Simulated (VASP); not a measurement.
# LiCl (Fm-3m) in VASP: settings compared

Aim: see how the results for LiCl move with the level of theory and the settings. Levels: BLYP+D4, PBE, RPBE+D4, revPBE+D3(BJ). Tasks: single point, relaxation of cell and atoms.

Everything below comes from runs of VASP 6.6.1. Logs are shortened: lines on timing, memory, paths and dates and some standing lists are left out, and cuts for length are marked.

## Step 1: The cell of the first run

Symmetry: Fm-3m, No. 225, cubic system. Conventional cell: a = 5.102 Å, b = 5.102 Å, c = 5.102 Å, α = 90.00°, β = 90.00°, γ = 90.00°. Cl (site symmetry m-3m) has 6 Li at 2.55 Å within 3.4 Å. Li (site symmetry m-3m) has 6 Cl at 2.55 Å within 3.4 Å.

## Step 2: Single point, BLYP+D4

Contents of INCAR:

```
  PREC = Accurate
  ENCUT = 520
  EDIFF = 1E-6
  ISMEAR = -1
  SIGMA = 0.05
  LREAL = F
  LASPH = T
  NELM = 80
  ALGO = Normal
  ISIF = 2
  LWAVE = F
  LCHARG = F
  GGA = B5
  ALDAX = 1.0
  AGGAX = 1.0
  AGGAC = 1.0
  ALDAC = 0.0
  IVDW = 13
  VDW_S6 = 1.0
  VDW_S8 = 2.34076671
  VDW_A1 = 0.44488865
  VDW_A2 = 4.0933009
  NBANDS = 12
```

Contents of KPOINTS:

```
regular mesh
0
Gamma
  9 9 9
```

Contents of POSCAR:

```
LiCl
1.0
    0.0000000000      2.5511112057      2.5511112057
    2.5511112057      0.0000000000      2.5511112057
    2.5511112057      2.5511112057      0.0000000000
Cl Li
1 1
Direct
    0.5000000000      0.5000000000      0.5000000000
    0.0000000000      0.0000000000      0.0000000000
```

Potentials or basis: VASP PAW PBE potentials, release 64 (Cl, Li_sv).

Launch:

```console
> cat potpaw_PBE.64/Cl/POTCAR potpaw_PBE.64/Li_sv/POTCAR > POTCAR
> mpirun -np 1 vasp_std > vasp.out
```

OUTCAR:

```text
PREC = Accurate
   ENCUT = 520
   EDIFF = 1E-6
   ISMEAR = -1
   LREAL = F
   LASPH = T
   NELM = 80
   ISIF = 2
   GGA = B5
   IVDW = 13

 ion  position               nearest neighbor table
   1  0.500  0.500  0.500-   2 2.55   2 2.55   2 2.55   2 2.55   2 2.55   2 2.55
   2  0.000  0.000  0.000-   1 2.55   1 2.55   1 2.55   1 2.55   1 2.55   1 2.55

  LATTYP: Found a face centered cubic cell.
 ALAT       =     5.1022224114

  Lattice vectors:

 A1 = (   0.0000000000,   2.5511112057,   2.5511112057)
 A2 = (   2.5511112057,   0.0000000000,   2.5511112057)
 A3 = (   2.5511112057,   2.5511112057,   0.0000000000)

Analysis of symmetry for initial positions (statically):
=====================================================================
 Subroutine PRICEL returns:
 Original cell was already a primitive cell.

 Routine SETGRP: Setting up the symmetry group for a
 face centered cubic supercell.

 Subroutine GETGRP returns: Found 48 space group operations
 (whereof 48 operations were pure point group operations)
 out of a pool of 48 trial point group operations.

The static configuration has the point symmetry O_h .

Analysis of symmetry for dynamics (positions and initial velocities):
=====================================================================
 Subroutine PRICEL returns:
 Original cell was already a primitive cell.

 Routine SETGRP: Setting up the symmetry group for a
 face centered cubic supercell.

 Subroutine GETGRP returns: Found 48 space group operations
 (whereof 48 operations were pure point group operations)
 out of a pool of 48 trial point group operations.

The dynamic configuration has the point symmetry O_h .

 Subroutine INISYM returns: Found 48 space group operations
 (whereof 48 operations are pure point group operations),
 and found     1 'primitive' translations

----------------------------------------------------------------------------------------

                                     Primitive cell

  volume of cell :      33.2061

  direct lattice vectors                    reciprocal lattice vectors
     0.000000000  2.551111206  2.551111206    -0.195993024  0.195993024  0.195993024
     2.551111206  0.000000000  2.551111206     0.195993024 -0.195993024  0.195993024
     2.551111206  2.551111206  0.000000000     0.195993024  0.195993024 -0.195993024

  length of vectors
     3.607816066  3.607816066  3.607816066     0.339469876  0.339469876  0.339469876

  position of ions in fractional coordinates (direct lattice)
     0.500000000  0.500000000  0.500000000
     0.000000000  0.000000000  0.000000000
[... 87 lines left out ...]
   PSTRESS=    0.0 pullay stress
   NELECT =      10.0000    total number of electrons
   NUPDOWN=      -1.0000    fix difference up-down
   EMIN   =  10.00;   EMAX   =-10.00  energy-range for DOS
   EFERMI =   0.00;   METHOD = LEGACY
   ISMEAR =    -1;   SIGMA  =   0.05  broadening in eV -4-tet -1-fermi 0-gaus
   EFERMI_NEDOS =   21; number of points for ismear=-14 and -15
   IALGO  =     38    algorithm
   IMIX   =      4    mixing-type and parameters
     AMIX     =   0.40;   BMIX     =  1.00
     AMIX_MAG =   1.60;   BMIX_MAG =  1.00
  volume/ion in A,a.u.               =      16.60       112.04
  Fermi-wavevector in a.u.,A,eV,Ry     =   1.097325  2.073644 16.383089  1.204123
  Thomas-Fermi vector in A             =   2.233683
   LORBIT       =      0    0 simple, 1 ext, 2 COOP (PROOUT), +10 PAW based schemes
   GGA     = B5    functional components
   LHFCALC =     F    Hartree Fock is set to
   AEXX    =    0.0000 exact exchange contribution
   IVDW    =    13    specifies the selected vdW correction
   LEPSILON=     F    determine dielectric tensor
   LRPA    =     F    only Hartree local field effects (RPA)
 non-spin polarized calculation
  energy-cutoff  :      520.00
  volume of cell :       33.21
 maximum number of plane-waves:       914
   NGX = 13   NGY = 13   NGZ = 13

 number of electron      10.0000001 magnetization

 Free energy of the ion-electron system (eV)
  ---------------------------------------------------
  ext. energy  EPLUGINS =         0.00000000
  ---------------------------------------------------
  free energy    TOTEN  =        -7.01361986 eV

  energy without entropy =       -7.01361986  energy(sigma->0) =       -7.01361986

 E-fermi :   2.0755     XC(G=0):  -8.3851

 val. band max:        1.0101384612   @ k =   0.0000   0.0000   0.0000
 cond. band min:       7.6070633105   @ k =   0.0000   0.0000   0.0000
 fundamental gap:      6.5969248493
 Fermi energy:         2.0755054976

 k-point     1 :       0.0000    0.0000    0.0000
  band No.  band energies     occupation
      1     -43.0956      2.00000
      2     -12.4011      2.00000
      3       1.0101      2.00000
      4       1.0101      2.00000
      5       1.0101      2.00000
      6       7.6071      0.00000
      7      13.0299      0.00000
      8      13.0299      0.00000
      9      13.0299      0.00000
     10      15.6479      0.00000
     11      15.6486      0.00000
     12      15.6699      0.00000
[... 331 lines left out ...]
 k-point    24 :       0.4444    0.4444    0.0000
  band No.  band energies     occupation
      1     -43.0922      2.00000
      2     -11.5940      2.00000
      3      -1.8221      2.00000
      4      -0.0794      2.00000
      5      -0.0794      2.00000
      6       9.0560      0.00000
      7       9.5257      0.00000
      8      13.4333      0.00000
      9      15.1258      0.00000
     10      15.1258      0.00000
     11      17.9611      0.00000
     12      19.8293      0.00000

 [... further k-points ...]

------------------------ aborting loop because EDIFF is reached ----------------------------------------

  DFT-D4 for vdW energy calculation

  Edisp (eV):   -0.46529

  FORCE on cell =-STRESS in cart. coord.  units (eV):
  Direction    XX          YY          ZZ          XY          YZ          ZX
  --------------------------------------------------------------------------------------
  -------------------------------------------------------------------------------------
  Total      -0.03145    -0.03145    -0.03145     0.00000     0.00000     0.00000
  in kB      -1.51746    -1.51746    -1.51746     0.00000     0.00000     0.00000
  external pressure =       -1.52 kB  Pullay stress =        0.00 kB

 VOLUME and BASIS-vectors are now :
 -----------------------------------------------------------------------------
  energy-cutoff  :      520.00
  volume of cell :       33.21
      direct lattice vectors                 reciprocal lattice vectors
     0.000000000  2.551111206  2.551111206    -0.195993024  0.195993024  0.195993024
     2.551111206  0.000000000  2.551111206     0.195993024 -0.195993024  0.195993024
     2.551111206  2.551111206  0.000000000     0.195993024  0.195993024 -0.195993024

 POSITION                                       TOTAL-FORCE (eV/Angst)
 -----------------------------------------------------------------------------------
      2.55111      2.55111      2.55111        -0.000000     -0.000000      0.000000
      0.00000      0.00000      0.00000         0.000000      0.000000     -0.000000
 -----------------------------------------------------------------------------------
    total drift:                                0.000000      0.000000      0.000000

  FREE ENERGIE OF THE ION-ELECTRON SYSTEM (eV)
  ---------------------------------------------------
  free  energy   TOTEN  =        -7.4789141815 eV

  energy  without entropy=       -7.4789141814  energy(sigma->0) =       -7.47891418
```

It took 36 s on 1 thread of Intel Xeon 8259CL, shared host; peak memory 0.15 GiB.

Results:

```
Free energy                : -7.4789 eV
Band gap on the k mesh     : 6.60 eV
Dispersion energy per atom : -0.233 eV
```

Levels at points of the mesh, in eV from the valence-band top:
```csv
k point,band 1,band 2,band 3,band 4,band 5,band 6,band 7,band 8,band 9,band 10
"(0.00, 0.00, 0.00)",-44.11,-13.41,0.00,0.00,0.00,6.60,12.02,12.02,12.02,14.64
```

Caveat: the cutoff is under 1.25 times the usual one of these potentials, so pressure, stress and relaxed cells hold a basis-set (Pulay) error; the PAW data sets were made with another functional, which shifts forces and pressure a little; an odd mesh through Γ misses points on the zone boundary, where band edges can lie.

## Step 3: Single point, PBE

This run uses another cell than the first one, of 16.87 Å³/atom.

Contents of INCAR:

```
SYSTEM = LiCl
PREC = Accurate
ENCUT = 520
EDIFF = 1E-6
ISMEAR = 0
SIGMA = 0.028999999999999998
LREAL = .False.
LASPH = .True.
NELM = 60
ALGO = Normal
ISIF = 2
LWAVE = .False.
LCHARG = .False.
GGA = PE
NBANDS = 12
```

Contents of KPOINTS:

```
regular mesh
0
Gamma
  9 9 9
  0 0 0
```

Contents of POSCAR:

```
LiCl
1.0
    0.0000000000      2.5647700000      2.5647700000
    2.5647700000      0.0000000000      2.5647700000
    2.5647700000      2.5647700000      0.0000000000
Cl Li
1 1
Direct
    0.5000000000      0.5000000000      0.5000000000
    0.0000000000      0.0000000000      0.0000000000
```

Potentials or basis: VASP PAW PBE potentials, release 64 (Cl, Li_sv).

Launch:

```console
> cat potpaw_PBE.64/Cl/POTCAR potpaw_PBE.64/Li_sv/POTCAR > POTCAR
> mpirun -np 1 vasp_std > vasp.out
```

OUTCAR:

```text
SYSTEM = LiCl
   PREC = Accurate
   ENCUT = 520
   EDIFF = 1E-6
   ISMEAR = 0
   LREAL = .False.
   LASPH = .True.
   NELM = 60
   ISIF = 2
   GGA = PE

 ion  position               nearest neighbor table
   1  0.500  0.500  0.500-   2 2.56   2 2.56   2 2.56   2 2.56   2 2.56   2 2.56
   2  0.000  0.000  0.000-   1 2.56   1 2.56   1 2.56   1 2.56   1 2.56   1 2.56

  LATTYP: Found a face centered cubic cell.
 ALAT       =     5.1295400000

  Lattice vectors:

 A1 = (   0.0000000000,   2.5647700000,   2.5647700000)
 A2 = (   2.5647700000,   0.0000000000,   2.5647700000)
 A3 = (   2.5647700000,   2.5647700000,   0.0000000000)

Analysis of symmetry for initial positions (statically):
=====================================================================
 Subroutine PRICEL returns:
 Original cell was already a primitive cell.

 Routine SETGRP: Setting up the symmetry group for a
 face centered cubic supercell.

 Subroutine GETGRP returns: Found 48 space group operations
 (whereof 48 operations were pure point group operations)
 out of a pool of 48 trial point group operations.

The static configuration has the point symmetry O_h .

Analysis of symmetry for dynamics (positions and initial velocities):
=====================================================================
 Subroutine PRICEL returns:
 Original cell was already a primitive cell.

 Routine SETGRP: Setting up the symmetry group for a
 face centered cubic supercell.

 Subroutine GETGRP returns: Found 48 space group operations
 (whereof 48 operations were pure point group operations)
 out of a pool of 48 trial point group operations.

The dynamic configuration has the point symmetry O_h .

 Subroutine INISYM returns: Found 48 space group operations
 (whereof 48 operations are pure point group operations),
 and found     1 'primitive' translations

----------------------------------------------------------------------------------------

                                     Primitive cell

  volume of cell :      33.7423

  direct lattice vectors                    reciprocal lattice vectors
     0.000000000  2.564770000  2.564770000    -0.194949255  0.194949255  0.194949255
[... 118 lines left out ...]
 Gauss-broadening in eV      SIGMA  =   0.03
  energy-cutoff  :      520.00
  volume of cell :       33.74
 maximum number of plane-waves:       922
   NGX = 13   NGY = 13   NGZ = 13

 number of electron      10.0000005 magnetization

 Free energy of the ion-electron system (eV)
  ---------------------------------------------------
  ext. energy  EPLUGINS =         0.00000000
  ---------------------------------------------------
  free energy    TOTEN  =        -7.38575090 eV

  energy without entropy =       -7.38575090  energy(sigma->0) =       -7.38575090

 E-fermi :   0.8634     XC(G=0):  -8.7308

 val. band max:        0.5793941029   @ k =   0.0000   0.0000   0.0000
 cond. band min:       6.9203722922   @ k =   0.0000   0.0000   0.0000
 fundamental gap:      6.3409781893
 Fermi energy:         0.8634258032

 k-point     1 :       0.0000    0.0000    0.0000
  band No.  band energies     occupation
      1     -42.9431      2.00000
      2     -12.8172      2.00000
      3       0.5794      2.00000
      4       0.5794      2.00000
      5       0.5794      2.00000
      6       6.9204      0.00000
      7      12.5179      0.00000
      8      12.5179      0.00000
      9      12.5179      0.00000
     10      15.1081      0.00000
     11      15.1095      0.00000
     12      15.1507      0.00000
[... 331 lines left out ...]
 k-point    24 :       0.4444    0.4444    0.0000
  band No.  band energies     occupation
      1     -42.9398      2.00000
      2     -12.0333      2.00000
      3      -2.2292      2.00000
      4      -0.4920      2.00000
      5      -0.4920      2.00000
      6       8.5227      0.00000
      7       8.9362      0.00000
      8      12.7396      0.00000
      9      14.5460      0.00000
     10      14.5461      0.00000
     11      17.4935      0.00000
     12      19.3285      0.00000

 [... further k-points ...]

------------------------ aborting loop because EDIFF is reached ----------------------------------------

  FORCE on cell =-STRESS in cart. coord.  units (eV):
  Direction    XX          YY          ZZ          XY          YZ          ZX
  --------------------------------------------------------------------------------------
  -------------------------------------------------------------------------------------
  Total        0.0634016      0.0634016      0.0634016      0.0000000     -0.0000000      0.0000000
  in kB        3.0104797      3.0104797      3.0104797      0.0000000     -0.0000000      0.0000000
  external PRESSURE =       3.0104797 kB  Pullay stress =       0.0000000 kB

 VOLUME and BASIS-vectors are now :
 -----------------------------------------------------------------------------
  energy-cutoff  :      520.00
  volume of cell :       33.74
      direct lattice vectors                 reciprocal lattice vectors
     0.000000000  2.564770000  2.564770000    -0.194949255  0.194949255  0.194949255
     2.564770000  0.000000000  2.564770000     0.194949255 -0.194949255  0.194949255
     2.564770000  2.564770000  0.000000000     0.194949255  0.194949255 -0.194949255

 POSITION                                       TOTAL-FORCE (eV/Angst)
 -----------------------------------------------------------------------------------
      2.56477      2.56477      2.56477        -0.000000     -0.000000     -0.000000
      0.00000      0.00000      0.00000         0.000000      0.000000      0.000000
 -----------------------------------------------------------------------------------
    total drift:                                0.000000      0.000000      0.000000

  FREE ENERGIE OF THE ION-ELECTRON SYSTEM (eV)
  ---------------------------------------------------
  free  energy   TOTEN  =        -7.3857509020 eV

  energy  without entropy=       -7.3857509020  energy(sigma->0) =       -7.38575090
```

Run time: 26 s. Hardware: 1 thread of Intel Xeon 8259CL, shared host; peak memory 0.15 GiB.

What came out:

* Free energy: -7.3858 eV
* Band gap on the k mesh: 6.34 eV

Caveat: the cutoff is under 1.25 times the usual one of these potentials, so pressure, stress and relaxed cells hold a basis-set (Pulay) error; an odd mesh through Γ misses points on the zone boundary, where band edges can lie.

## Step 4: Relaxation of cell and atoms, RPBE+D4

This run uses another cell than the first one, of 16.87 Å³/atom.

Contents of INCAR:

```
SYSTEM = LiCl
  ALGO = Normal
  EDIFF = 1E-7
  EDIFFG = -0.01
  ENCUT = 600
  GGA = RP
  IBRION = 2
  ISIF = 3
  ISMEAR = -1
  IVDW = 13
  LASPH = .True.
  LCHARG = .False.
  LREAL = .False.
  LWAVE = .False.
  NELM = 100
  NSW = 60
  PREC = Accurate
  SIGMA = 0.05
```

Contents of KPOINTS:

```
k-points
0
Gamma
  9 9 9
  0 0 0
```

POSCAR is that of step 3.

Launch:

```console
> cat potpaw_PBE.64/Cl/POTCAR potpaw_PBE.64/Li_sv/POTCAR > POTCAR
> mpirun -np 1 vasp_std > vasp.out
```

Run time: 57 s. Hardware: 1 thread of Intel Xeon 8259CL, shared host; peak memory 0.16 GiB.

It converged, with:

- Free energy: -7.4910 eV
- Relaxed volume: 16.46 Å³/atom
- Relaxed cell: a = 3.597 Å, b = 3.597 Å, c = 3.597 Å, α = 60.00°, β = 60.00°, γ = 60.00°
- Space group after relaxing (to 0.1 Å): Fm-3m (No. 225)
- Energy gained by relaxing: 1.1 meV/atom
- Ionic steps: 3
- Pressure after relaxing: 0.0 GPa
- Band gap on the k mesh: 6.74 eV
- Dispersion energy per atom: -0.248 eV

The path:
| step | energy change (eV) | largest force (eV/Å) | pressure (GPa) | volume (Å³) |
| --- | --- | --- | --- | --- |
| 1 | 0.0000 | 0.0000 | -0.80 | 33.74 |
| 2 | -0.0016 | 0.0000 | -0.42 | 33.33 |
| 3 | -0.0021 | 0.0000 | -0.01 | 32.92 |

Final structure:
```
CELL_PARAMETERS angstrom
0.00000 2.54369 2.54369
2.54369 0.00000 2.54369
2.54369 2.54369 0.00000
ATOMIC_POSITIONS crystal
Cl 0.50000 0.50000 0.50000
Li 0.00000 0.00000 0.00000
```

Levels at points of the mesh, in eV from the valence-band top:
```tsv
k point	band 1	band 2	band 3	band 4	band 5	band 6	band 7	band 8	band 9
(0.00, 0.00, 0.00)	-43.74	-13.47	0.00	0.00	0.00	6.74	12.06	12.06	12.06
```

Caveat: the cutoff is under 1.25 times the usual one of these potentials, so pressure, stress and relaxed cells hold a basis-set (Pulay) error; the PAW data sets were made with another functional, which shifts forces and pressure a little; an odd mesh through Γ misses points on the zone boundary, where band edges can lie. A hybrid or GW would open this gap; RPBE tends to underestimate it.

[end of part 1 of 2]
